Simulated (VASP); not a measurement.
Sb, 1 atom in the cell. Symmetry: R-3m, No. 166, trigonal system. Conventional cell: a = 3.227 Å, b = 3.227 Å, c = 8.144 Å, α = 90.00°, β = 90.00°, γ = 120.00°. Within 4.2 Å of Sb (site symmetry -3m) lie 12 Sb at 3.23 to 3.29 Å.  This cell differs from its parent crystal: equal xy, yz and zx shear strains of +2 %.

| Item | Value |
| --- | --- |
| Program | VASP 6.6.1 |
| Task | single point |
| Functional | PBE |
| Potentials or basis | VASP PAW PBE potentials, release 64 (Sb) |
| Cutoff | 520 eV |
| k mesh | 12 × 12 × 12 |
| Occupations | fermi-dirac, width 0.05 eV |
| Spin | no spin polarisation |
| Dipole correction | no |
| Further INCAR settings | ALGO = Normal; EDIFF = 1e-06; NBANDS = 8 |

Potentials or basis: VASP PAW PBE potentials, release 64 (Sb).

Run with:

```bash
$ cat potpaw_PBE.64/Sb/POTCAR > POTCAR
$ mpirun -np 1 vasp_std > vasp.out
```

Hardware: 1 thread of Intel(R) Xeon(R) 6975P-C (Granite Rapids), with other jobs on the host.

Problem. Estimate the wall time of this run.

Solution. It took 7.4 s on 1 thread of Intel(R) Xeon(R) 6975P-C (Granite Rapids) (shared host), peak memory 0.16 GiB. Counts: scf iterations 9, k points 189.
